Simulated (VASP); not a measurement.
A run of VASP 6.6.1 is set up as follows.

Contents of INCAR:

```
SYSTEM = Be
  ALGO = Normal
  EDIFF = 1E-7
  ENCUT = 520
  GGA = PE
  ISIF = 2
  ISMEAR = 1
  LASPH = .True.
  LCHARG = .False.
  LREAL = .False.
  LWAVE = .False.
  NBANDS = 7
  NELM = 100
  PREC = Accurate
  SIGMA = 0.05
```

The input KPOINTS:

```
k-points
0
Gamma
  11 11 11
  0 0 0
```

POSCAR

```
Be
1.0
    1.9956540806      0.0000000000      0.0000000000
    0.0000000000      1.9956540806      0.0000000000
    0.0000000000      0.0000000000      1.9956540806
Be
1
Direct
    0.0000000000      0.0000000000      0.0000000000
```

Potentials or basis: VASP PAW PBE potentials, release 64 (Be).

The run is started by

```bash
$ cat potpaw_PBE.64/Be/POTCAR > POTCAR
$ mpirun -np 1 vasp_std > vasp.out
```

Problem. Predict the pressure.

Solution. 30.1 GPa.

Problem. Estimate the band gap on the k mesh.

Solution. Zero (band 1 reaches 12.20 eV, above the bottom of band 2 at 5.89 eV).
